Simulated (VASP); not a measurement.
Set up this calculation in VASP 6.6.1, as the native input.

| Quantity | Value |
| --- | --- |
| Task | single point |
| Functional | PBE |
| Potentials or basis | VASP PAW PBE potentials, release 64 (Cd, Se) |
| Cutoff | 520 eV |
| k mesh | 8 × 8 × 8 |
| Occupations | fermi-dirac, width 0.03 eV |
| Spin | no spin polarisation |
| Dipole correction | no |
| Further INCAR settings | ALGO = Normal; EDIFF = 1e-06; NBANDS = 16 |

The structure of CdSe lies in POSCAR:

```
CdSe
1.0
    0.0000000000      2.9083703860      2.9083703860
    2.9083703860      0.0000000000      2.9083703860
    2.9083703860      2.9083703860      0.0000000000
Cd Se
1 1
Direct
    0.0000000000      0.0000000000      0.0000000000
    0.2500000000      0.2500000000      0.2500000000
```

One way to write it, as run:

INCAR

```
SYSTEM = CdSe
PREC = Accurate
ENCUT = 520
EDIFF = 1E-6
ISMEAR = -1
SIGMA = 0.03
LREAL = .FALSE.
LASPH = .TRUE.
NELM = 80
ALGO = Normal
ISIF = 2
LWAVE = .FALSE.
LCHARG = .TRUE.
GGA = PE
LELF = .TRUE.
LVHAR = .TRUE.
NBANDS = 16
```

KPOINTS

```
regular mesh
0
G
  8 8 8
  0 0 0
```

Potentials or basis: VASP PAW PBE potentials, release 64 (Cd, Se).

Launch:

```console
$ cat potpaw_PBE.64/Cd/POTCAR potpaw_PBE.64/Se/POTCAR > POTCAR
$ mpirun -np 1 vasp_std > vasp.out
```

Results of the run:

```yaml
Pressure: 13.8 GPa
Band_gap_on_the_k_mesh: 0.88 eV, direct
```

Run time: 14 s on 1 thread of AMD EPYC 9R45 96-Core Processor (Zen 5), on a shared host, peak memory 0.15 GiB.
